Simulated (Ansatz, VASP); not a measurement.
# Two plane-wave programs on Si7Ge

POSCAR

```
Si7Ge
1.0
    5.4679684304      0.0000000000      0.0000000000
    0.0000000000      5.4679684304      0.0000000000
    0.0000000000      0.0000000000      5.4679684304
Si Ge
7 1
Direct
    0.2748292941      0.2748292941      0.2076336864
    0.0000000000      0.5000000000      0.5000000000
    0.5000000000      0.5000000000      0.0000000000
    0.5000000000      0.0000000000      0.5000000000
    0.7251707059      0.2748292941      0.7923663136
    0.7251707059      0.7251707059      0.2076336864
    0.2748292941      0.7251707059      0.7923663136
    0.0000000000      0.0000000000      0.0000000000
```

Contents of INCAR.step1:

```
SYSTEM = Si7Ge
ALGO = Normal ; EDIFF = 1E-4
ENCUT = 520 ; GGA = PE
ISMEAR = 0 ; LASPH = .True.
LCHARG = .False. ; LREAL = .False.
LWAVE = .True. ; NBANDS = 31
NELM = 100 ; PREC = Accurate
SIGMA = 0.05
```

File INCAR.step2:

```
SYSTEM = Si7Ge
ALGO = Normal ; EDIFF = 1E-6
ENCUT = 520 ; ISIF = 2
ISMEAR = 0 ; ISTART = 1
LASPH = .True. ; LCHARG = .False.
LMIXTAU = .True. ; LREAL = .False.
LWAVE = .False. ; METAGGA = R2SCAN
NBANDS = 31 ; NELM = 100
PREC = Accurate ; SIGMA = 0.05
```

The input KPOINTS:

```
k-points
0
Gamma
  6 6 6
  0 0 0
```

Input for Ansatz:

```yaml
crystal:
  lattice:
    - [5.4679684304, 0.0, 0.0]
    - [0.0, 5.4679684304, 0.0]
    - [0.0, 0.0, 5.4679684304]
  atoms:
    - { symbol: Si, position: [0.2748292941, 0.2748292941, 0.2076336864] }
    - { symbol: Si, position: [0.0, 0.5, 0.5] }
    - { symbol: Si, position: [0.5, 0.5, 0.0] }
    - { symbol: Si, position: [0.5, 0.0, 0.5] }
    - { symbol: Si, position: [0.7251707059, 0.2748292941, 0.7923663136] }
    - { symbol: Si, position: [0.7251707059, 0.7251707059, 0.2076336864] }
    - { symbol: Si, position: [0.2748292941, 0.7251707059, 0.7923663136] }
    - { symbol: Ge, position: [0.0, 0.0, 0.0] }
basis:
  ecutwfc: 500
kpoints:
  mp_grid: { grid: [6, 6, 6] }
hamiltonian:
  xc: r2scan
scf:
  occupations: { method: gaussian, width: 0.05 }
output:
  forces: true
  stress: true
  eigenvalues: true
```

Change from the starting cell: mode 14 (415.5 1/cm) frozen in, largest displacement +0.300 Å.

Alike in both runs: task single point; functional r2SCAN; k mesh 6 × 6 × 6; occupations gaussian, width 0.05 eV; no spin polarisation.

|  | VASP | Ansatz |
| --- | --- | --- |
| version | VASP 6.6.1 | Ansatz 0.2.0 |
| potentials or method | VASP PAW PBE potentials, release 64 (Si, Ge_d), cutoff 520 eV | scalar-relativistic, plane waves, PAW |
| valence electrons in the cell | 42 | 42 |

```csv
,VASP,Ansatz,Ansatz less VASP
gap on the k mesh at the Fermi level (eV),none,none,-
pressure (GPa),5.1,5.3,+0.19
"traceless stress, the component that is largest in VASP (GPa)",-2.46,-2.45,+0.012
rms of the force components (eV/Å),2.676,2.685,+0.0090
```

VASP's potentials were made for PBE, not for r2SCAN. Atom by atom the forces differ by 0.012 eV/Å (rms over components). A gap of «none» marks a metal or a gap that the smearing closes.
